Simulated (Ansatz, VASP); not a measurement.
# Ti in VASP and in Ansatz

```
Ti
1.0
     0.00000    2.05607    2.05607
     2.05607    0.00000    2.05607
     2.05607    2.05607    0.00000
Ti
1
Direct
  0.00000 0.00000 0.00000
```

Alike in both runs: functional PBE; k mesh 24 × 24 × 24; occupations gaussian, width 0.1 eV; no spin polarisation.

Ansatz relaxed the structure, and its values are those at the end. VASP's run is a single point on that final structure, the one shown.

|  | VASP | Ansatz |
| --- | --- | --- |
| version | VASP 6.6.1 | Ansatz 0.2.0 |
| potentials or method | VASP PAW PBE potentials, release 64 (Ti_sv), cutoff 520 eV | scalar-relativistic, plane waves, PAW |
| valence electrons in the cell | 12 | 12 |

```csv
,VASP,Ansatz,Ansatz less VASP
gap on the k mesh at the Fermi level (eV),none,none,-
pressure (GPa),-0.3,0.0,+0.27
```

A gap of «none» marks a metal or a gap that the smearing closes.
